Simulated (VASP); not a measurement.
F: single point with PBEsol

F:

```
CELL_PARAMETERS angstrom
2.91552 -1.81544 -0.22487
2.91552 1.81544 -0.22487
-2.15041 0.00000 7.25301
ATOMIC_POSITIONS crystal
F 0.08485 0.08485 0.09400
F 0.91515 0.91515 0.90600
F 0.50157 0.50157 0.59372
F 0.49843 0.49843 0.40628
```

```
Program             : VASP 6.6.1
Task                : single point
Functional          : PBEsol
Potentials or basis : VASP PAW PBE potentials, release 64 (F)
Cutoff              : 520 eV
k mesh              : 4 × 4 × 2
Occupations         : gaussian, width 0.05 eV
Spin                : no spin polarisation
```

```
Pressure               : -0.5 GPa
Largest force          : 0.016 eV/Å
Band gap on the k mesh : 2.83 eV, indirect (least direct gap 2.90 eV)
```

Forces in eV/Å, atoms in the order of the input:
```
F   -0.009  0.000 -0.003
F    0.009  0.000  0.003
F    0.000  0.000 -0.016
F    0.000  0.000  0.016
```

Stress tensor (GPa, compression positive):
```
-0.45  0.00 -0.02
 0.00 -0.53  0.00
-0.02  0.00 -0.62
```

Levels at points of the mesh, in eV from the valence-band top:
```tsv
k point	band 10	band 11	band 12	band 13	band 14	band 15	band 16	band 17	band 18	band 19
(0.00, 0.00, 0.00)	-3.31	-0.27	-0.17	-0.08	-0.07	2.83	3.67	8.73	11.10	12.00
(0.50, 0.00, 0.00)	-3.40	-0.38	-0.28	-0.26	-0.13	3.27	3.38	12.62	12.78	14.28
(0.50, 0.50, 0.00)	-3.47	-0.36	-0.30	-0.20	0.00	3.22	3.40	13.08	13.53	13.61
(0.00, 0.00, 0.50)	-3.31	-0.26	-0.17	-0.12	-0.07	3.19	3.29	9.53	9.55	14.56
(0.50, 0.00, 0.50)	-3.37	-0.47	-0.29	-0.18	-0.05	3.08	3.54	12.51	13.42	13.64
(0.50, 0.50, 0.50)	-3.52	-0.39	-0.26	-0.20	-0.10	3.28	3.39	12.89	13.03	15.07
```

Wall time 21 s on 1 thread of Intel(R) Xeon(R) Platinum 8375C CPU @ 2.90GHz (Ice Lake) (shared host), peak memory 0.19 GiB.

Caveat: the k points lie up to 0.52 Å⁻¹ apart; the PAW data sets were made with another functional, which shifts forces and pressure a little. A k mesh can miss the band edges.
